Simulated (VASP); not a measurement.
# Co (P6_3/mmc) in VASP: further runs, part 2 of 3

VASP 6.6.1. Earlier steps stand in the parts before.

## 3. Single point, LDA, collinear spin, ferromagnetic start

Contents of INCAR:

```
SYSTEM = Co
PREC = Accurate
ENCUT = 520
EDIFF = 1E-7
ISMEAR = -1
SIGMA = 0.05
LREAL = .FALSE.
LASPH = .TRUE.
NELM = 150
ALGO = Normal
ISIF = 2
LWAVE = .FALSE.
LCHARG = .FALSE.
ISPIN = 2
MAGMOM = 1.558 1.558
LORBIT = 11
LMAXMIX = 4
GGA = CA
NBANDS = 20
```

Contents of KPOINTS:

```
Automatic mesh
0
G
  21 21 12
  0 0 0
```

Contents of POSCAR:

```
Co
1.0
    2.4273810165      0.0000000000      0.0000000000
   -1.2136905082      2.1021736250      0.0000000000
    0.0000000000      0.0000000000      3.9230481332
Co
2
Direct
    0.3333333333      0.6666666667      0.2500000000
    0.6666666667      0.3333333333      0.7500000000
```

Potentials or basis: VASP PAW LDA potentials, release 64 (Co).

On the command line:

```sh
cat potpaw_LDA.64/Co/POTCAR > POTCAR
mpirun -np 1 vasp_std > vasp.out
```

OUTCAR:

```text
SYSTEM = Co
   PREC = Accurate
   ENCUT = 520
   EDIFF = 1E-7
   ISMEAR = -1
   LREAL = .FALSE.
   LASPH = .TRUE.
   NELM = 150
   ISIF = 2
   ISPIN = 2
   LORBIT = 11
   GGA = CA

 ion  position               nearest neighbor table
   1  0.333  0.667  0.250-   2 2.41   2 2.41   2 2.41   2 2.41   2 2.41   2 2.41
   2  0.667  0.333  0.750-   1 2.41   1 2.41   1 2.41   1 2.41   1 2.41   1 2.41

  LATTYP: Found a hexagonal cell.
 ALAT       =     2.4273810165
 C/A-ratio  =     1.6161649558

  Lattice vectors:

 A1 = (   2.4273810165,   0.0000000000,   0.0000000000)
 A2 = (  -1.2136905082,   2.1021736250,   0.0000000000)
 A3 = (   0.0000000000,   0.0000000000,   3.9230481332)

Analysis of symmetry for initial positions (statically):
=====================================================================
 Subroutine PRICEL returns:
 Original cell was already a primitive cell.

 Routine SETGRP: Setting up the symmetry group for a
 hexagonal supercell.

 Subroutine GETGRP returns: Found 24 space group operations
 (whereof 12 operations were pure point group operations)
 out of a pool of 24 trial point group operations.

The static configuration has the point symmetry D_3d.
 The point group associated with its full space group is D_6h.

Analysis of symmetry for dynamics (positions and initial velocities):
=====================================================================
 Subroutine PRICEL returns:
 Original cell was already a primitive cell.

 Routine SETGRP: Setting up the symmetry group for a
 hexagonal supercell.

 Subroutine GETGRP returns: Found 24 space group operations
 (whereof 12 operations were pure point group operations)
 out of a pool of 24 trial point group operations.

The dynamic configuration has the point symmetry D_3d.
 The point group associated with its full space group is D_6h.

Analysis of structural, dynamic, and magnetic symmetry:
=====================================================================
 Subroutine PRICEL returns:
 Original cell was already a primitive cell.

 Routine SETGRP: Setting up the symmetry group for a
 hexagonal supercell.

 Subroutine GETGRP returns: Found 24 space group operations
 (whereof 12 operations were pure point group operations)
 out of a pool of 24 trial point group operations.

The overall configuration has the point symmetry D_3d.
 The point group associated with its full space group is D_6h.

 Subroutine INISYM returns: Found 24 space group operations
 (whereof 12 operations are pure point group operations),
 and found     1 'primitive' translations

----------------------------------------------------------------------------------------

                                     Primitive cell

  volume of cell :      20.0184

  direct lattice vectors                    reciprocal lattice vectors
     2.427381017  0.000000000  0.000000000     0.411966639  0.237849050  0.000000000
    -1.213690508  2.102173625  0.000000000     0.000000000  0.475698100  0.000000000
     0.000000000  0.000000000  3.923048133     0.000000000  0.000000000  0.254903831

  length of vectors
[... 71 lines left out ...]
   NGXF,Y,Z  is equivalent  to a cutoff of  24.66, 24.66, 25.43 a.u.
 SYSTEM =  Co
   PREC   = accura    normal or accurate (medium, high low for compatibility)
   ISTART =      0    job   : 0-new  1-cont  2-samecut
   ICHARG =      2    charge: 1-file 2-atom 10-const
   ISPIN  =      2    spin polarized calculation?
   LNONCOLLINEAR =      F non collinear calculations
   LSORBIT =      F    spin-orbit coupling
   LASPH  =      T    aspherical Exc in radial PAW
   ENCUT  =  520.0 eV  38.22 Ry    6.18 a.u.   4.51  4.51  7.29*2*pi/ulx,y,z
   NELM   =    150;   NELMIN=  2; NELMDL= -5     # of ELM steps
   EDIFF  = 0.1E-06   stopping-criterion for ELM
   LREAL  =      F    real-space projection
   EDIFFG = 0.1E-05   stopping-criterion for IOM
   NSW    =      0    number of steps for IOM
   IBRION =     -1    ionic relax: 0-MD 1-quasi-New 2-CG
   NFREE  =      0    steps in history (QN), initial steepest desc. (CG)
   ISIF   =      2    stress and relaxation
   ISYM   =      2    0-nonsym 1-usesym 2-fastsym
   POTIM  = 0.5000    time-step for ionic-motion
   TEBEG  =    0.0;   TEEND  =   0.0 temperature during run
   PSTRESS=    0.0 pullay stress
   NELECT =      18.0000    total number of electrons
   NUPDOWN=      -1.0000    fix difference up-down
   EMIN   =  10.00;   EMAX   =-10.00  energy-range for DOS
   EFERMI =   0.00;   METHOD = LEGACY
   ISMEAR =    -1;   SIGMA  =   0.05  broadening in eV -4-tet -1-fermi 0-gaus
   EFERMI_NEDOS =   21; number of points for ismear=-14 and -15
   IALGO  =     38    algorithm
   IMIX   =      4    mixing-type and parameters
     AMIX     =   0.40;   BMIX     =  1.00
     AMIX_MAG =   1.60;   BMIX_MAG =  1.00
  volume/ion in A,a.u.               =      10.01        67.55
  Fermi-wavevector in a.u.,A,eV,Ry     =   1.580116  2.985986 33.970567  2.496766
  Thomas-Fermi vector in A             =   2.680392
   LORBIT       =     11    0 simple, 1 ext, 2 COOP (PROOUT), +10 PAW based schemes
   GGA     = CA    functional components
   LHFCALC =     F    Hartree Fock is set to
   AEXX    =    0.0000 exact exchange contribution
   IVDW    =     0    specifies the selected vdW correction
   LEPSILON=     F    determine dielectric tensor
   LRPA    =     F    only Hartree local field effects (RPA)
 spin polarized calculation
  energy-cutoff  :      520.00
  volume of cell :       20.02
 maximum number of plane-waves:       558
 NGX is ok and might be reduce to    18
   NGX =  9   NGY =  9   NGZ = 15

 number of electron      17.9999991 magnetization       2.9842720

 Free energy of the ion-electron system (eV)
  ---------------------------------------------------
  ext. energy  EPLUGINS =         0.00000000
  ---------------------------------------------------
  free energy    TOTEN  =       -16.25847648 eV

  energy without entropy =      -16.24367700  energy(sigma->0) =      -16.25107674

 E-fermi :  11.0810     XC(G=0): -14.2172

 val. band max:       11.0783224405   @ k =   0.3810   0.0476   0.3333
 cond. band min:      11.0820992437   @ k =   0.2381   0.0952   0.0833
 fundamental gap:      0.0037768031
 Fermi energy:        11.0809827944

 spin component 1

 k-point     1 :       0.0000    0.0000    0.0000
  band No.  band energies     occupation
      1       1.7232      1.00000
      2       5.6553      1.00000
      3       8.5227      1.00000
      4       8.5483      1.00000
      5       8.5483      1.00000
      6       8.9129      1.00000
[... 541 lines left out ...]
     19      37.4596      0.00000
     20      38.8101      0.00000

 [... further k-points ...]

 spin component 2

 k-point     1 :       0.0000    0.0000    0.0000
  band No.  band energies     occupation
      1       1.9094      1.00000
      2       6.5212      1.00000
      3       9.8990      1.00000
      4       9.9167      1.00000
      5       9.9167      1.00000
      6      10.3264      1.00000
[... 541 lines left out ...]
     19      37.8115      0.00000
     20      39.2855      0.00000

 [... further k-points ...]

------------------------ aborting loop because EDIFF is reached ----------------------------------------

  FORCE on cell =-STRESS in cart. coord.  units (eV):
  Direction    XX          YY          ZZ          XY          YZ          ZX
  --------------------------------------------------------------------------------------
  -------------------------------------------------------------------------------------
  Total       -0.0897622     -0.0897622     -0.2097330     -0.0000000      0.0000000      0.0000000
  in kB       -7.1841266     -7.1841266    -16.7859998     -0.0000000      0.0000000      0.0000000
  external PRESSURE =     -10.3847510 kB  Pullay stress =       0.0000000 kB

 VOLUME and BASIS-vectors are now :
 -----------------------------------------------------------------------------
  energy-cutoff  :      520.00
  volume of cell :       20.02
      direct lattice vectors                 reciprocal lattice vectors
     2.427381017  0.000000000  0.000000000     0.411966639  0.237849050  0.000000000
    -1.213690508  2.102173625  0.000000000     0.000000000  0.475698100  0.000000000
     0.000000000  0.000000000  3.923048133     0.000000000  0.000000000  0.254903831

 POSITION                                       TOTAL-FORCE (eV/Angst)
 -----------------------------------------------------------------------------------
     -0.00000      1.40145      0.98076         0.000000     -0.000000      0.000000
      1.21369      0.70072      2.94229        -0.000000      0.000000      0.000000
 -----------------------------------------------------------------------------------
    total drift:                                0.000000      0.000000     -0.000000

  FREE ENERGIE OF THE ION-ELECTRON SYSTEM (eV)
  ---------------------------------------------------
  free  energy   TOTEN  =       -16.2584764794 eV

  energy  without entropy=      -16.2436770005  energy(sigma->0) =      -16.25107674

 total charge

# of ion       s       p       d       tot
------------------------------------------
    1        0.523   0.589   7.338   8.451
    2        0.523   0.589   7.338   8.451
--------------------------------------------------
tot          1.046   1.178  14.677  16.901

 magnetization (x)

# of ion       s       p       d       tot
------------------------------------------
    1       -0.013  -0.039   1.538   1.485
    2       -0.013  -0.039   1.538   1.485
--------------------------------------------------
tot         -0.027  -0.078   3.076   2.971
```

OSZICAR:

```text
N       E                     dE             d eps       ncg     rms          rms(c)
DAV:   1     0.830408627865E+02    0.83041E+02   -0.78911E+03 28708   0.123E+03
DAV:   2    -0.139207716653E+02   -0.96962E+02   -0.87247E+02 27276   0.220E+02
DAV:   3    -0.185964517198E+02   -0.46757E+01   -0.44685E+01 30324   0.579E+01
DAV:   4    -0.186690649054E+02   -0.72613E-01   -0.72546E-01 33200   0.637E+00
DAV:   5    -0.186710785214E+02   -0.20136E-02   -0.20135E-02 31332   0.998E-01    0.164E+01
DAV:   6    -0.166575209153E+02    0.20136E+01   -0.69839E+00 30700   0.579E+01    0.733E+00
DAV:   7    -0.162932325385E+02    0.36429E+00   -0.11199E+00 31924   0.206E+01    0.384E+00
DAV:   8    -0.162726275929E+02    0.20605E-01   -0.13308E-02 37516   0.107E+00    0.211E+00
DAV:   9    -0.162579823496E+02    0.14645E-01   -0.24942E-03 41640   0.714E-01    0.663E-01
DAV:  10    -0.162581819413E+02   -0.19959E-03   -0.20803E-04 35168   0.160E-01    0.481E-01
DAV:  11    -0.162584746640E+02   -0.29272E-03   -0.16715E-04 37580   0.241E-01    0.730E-02
DAV:  12    -0.162584761636E+02   -0.14996E-05   -0.19702E-05 35108   0.432E-02    0.187E-02
DAV:  13    -0.162584752947E+02    0.86890E-06   -0.14606E-06 38340   0.149E-02    0.143E-02
DAV:  14    -0.162584764230E+02   -0.11282E-05   -0.23144E-07 26152   0.838E-03    0.609E-03
DAV:  15    -0.162584764794E+02   -0.56436E-07   -0.60349E-08 14508   0.420E-03
   1 F= -.16258476E+02 E0= -.16251077E+02  d E =-.147995E-01  mag=     2.9842
```

It took 1.9 min on 1 thread of Intel Xeon 6975P-C (Granite Rapids), shared host; peak memory 0.27 GiB.

Results:

- Free energy: -16.2585 eV
- Pressure: -1.0 GPa
- Net moment: 2.98 μB per cell
- Site moments: Co +1.49 μB
- Valence electrons inside the program's atomic spheres: Co 8.45

Levels at points of the mesh, in eV from the Fermi level:
Spin up:
```csv
k point,band 7,band 8,band 9,band 10,band 11,band 12,band 13,band 14
"(0.00, 0.00, 0.00)",-2.17,-1.76,-1.76,-0.49,-0.49,-0.08,7.23,22.68
"(0.00, 0.00, 0.50)",-2.61,-2.61,-0.85,-0.85,-0.85,-0.85,16.04,16.04
```
Spin down:
```tsv
k point	band 3	band 4	band 5	band 6	band 7	band 8	band 9	band 10	band 11	band 12
(0.00, 0.00, 0.00)	-1.18	-1.16	-1.16	-0.75	-0.75	-0.29	-0.29	0.10	1.08	1.08
(0.00, 0.00, 0.50)	-1.75	-1.75	-1.24	-1.24	-1.24	-1.24	0.70	0.70	0.70	0.70
```

(Part 2 of 3 ends here.)
